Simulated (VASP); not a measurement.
Here is a VASP 6.6.1 calculation.

The input INCAR:

```
SYSTEM = Mg
PREC = Accurate
ENCUT = 600
EDIFF = 1E-6
ISMEAR = 0
SIGMA = 0.1
LREAL = .False.
LASPH = .True.
NELM = 120
ALGO = Normal
ISIF = 2
LWAVE = .False.
LCHARG = .True.
GGA = PE
LELF = .True.
LVHAR = .True.
NBANDS = 7
GGA_COMPAT = .False.
```

The input KPOINTS:

```
Automatic mesh
0
Gamma
  10 10 10
  0 0 0
```

Contents of POSCAR:

```
Mg
1.0
   -1.8061328006      1.8061328006      1.6520917832
    1.8061328006     -1.8061328006      1.6520917832
    1.8061328006      1.8061328006     -1.6520917832
Mg
1
Direct
    0.0000000000      0.0000000000      0.0000000000
```

Potentials or basis: VASP PAW PBE potentials, release 64 (Mg).

Run with:

```bash
$ cat potpaw_PBE.64/Mg/POTCAR > POTCAR
$ mpirun -np 1 vasp_std > vasp.out
```

(1) Predict the pressure.

(2) Predict the band gap on the k mesh.

Results:

(1) 2.5 GPa.

(2) zero (band 1 reaches 6.34 eV, above the bottom of band 2 at 1.66 eV).
